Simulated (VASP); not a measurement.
Runs of VASP 6.6.1 on Bi. The structure is that of space group P6_3/mmc (No. 194), or close to it. The cells are those of the table. 

```tsv
cell	k mesh	gap on the mesh (eV)	pressure (GPa)
a = 3.572, b = 3.572, c = 11.944 Å, angles 90.0, 90.0, 120.0°, 4 atoms	12 × 12 × 3	none	-2.0
a = 3.661, b = 3.661, c = 12.243 Å, angles 90.0, 90.0, 120.0°, 4 atoms	12 × 12 × 3	none	(a)
a = 3.617, b = 3.617, c = 12.096 Å, angles 90.0, 90.0, 120.0°, 4 atoms	12 × 12 × 3	none	-3.5
a = 3.525, b = 3.525, c = 11.789 Å, angles 90.0, 90.0, 120.0°, 4 atoms	14 × 14 × 4	none	-0.1
```

Alike in all rows: task single point; level PBE; potentials or basis VASP PAW PBE potentials, release 64 (Bi_d); no spin polarisation; cutoff (eV) 520; smearing fermi-dirac 0.1 eV.

Question: Estimate the missing entries.

Answer: (a) -4.6.

Caveats: spin-orbit coupling is left out, which moves the levels of the heavy elements.

A k mesh can miss the band edges, and the runs leave out spin-orbit coupling on Bi.

A gap of «none» marks levels without a gap at the run's occupations.
